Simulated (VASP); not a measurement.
Input of a VASP 6.6.1 run:

Contents of INCAR:

```
  ALGO = Normal
  EDIFF = 1E-6
  ENCUT = 750
  GGA = PE
  GGA_COMPAT = False
  ISIF = 2
  ISMEAR = 0
  LASPH = True
  LCHARG = True
  LELF = True
  LREAL = False
  LVHAR = True
  LWAVE = False
  NBANDS = 18
  NELM = 120
  PREC = Accurate
  SIGMA = 0.1
```

Contents of KPOINTS:

```
k-points
0
Gamma
  4 4 4
```

POSCAR

```
LiSi2N2
1.0
    2.2407377000     -3.5847832800      0.0000000000
    2.2407377000      3.5847832800      0.0000000000
    0.0000000000      0.0000000000      4.5641813600
Li Si N
1 2 2
Direct
    0.5000000000      0.5000000000      0.0000000000
    0.1796054700      0.8203945300      0.0000000000
    0.8203945300      0.1796054700      0.0000000000
    0.0000000000      0.5000000000      0.5000000000
    0.5000000000      0.0000000000      0.5000000000
```

Potentials or basis: VASP PAW PBE potentials, release 64 (Li_sv, Si, N).

Command:

```bash
$ cat potpaw_PBE.64/Li_sv/POTCAR potpaw_PBE.64/Si/POTCAR potpaw_PBE.64/N/POTCAR > POTCAR
$ mpirun -np 1 vasp_std > vasp.out
```

Task: Estimate the pressure.

Result: -12.0 GPa.

Task: Predict the largest force.

Result: 1.025 eV/Å.

Forces in eV/Å, atoms in the order of the input:
```
Li   0.000  0.000  0.000
Si   0.000  1.025  0.000
Si   0.000 -1.025  0.000
N    0.000  0.000  0.000
N    0.000  0.000  0.000
```

Caveat: the k points lie up to 0.41 Å⁻¹ apart; forces of over 1 eV/Å act on the atoms, so gaps and moduli don't describe the material at rest.
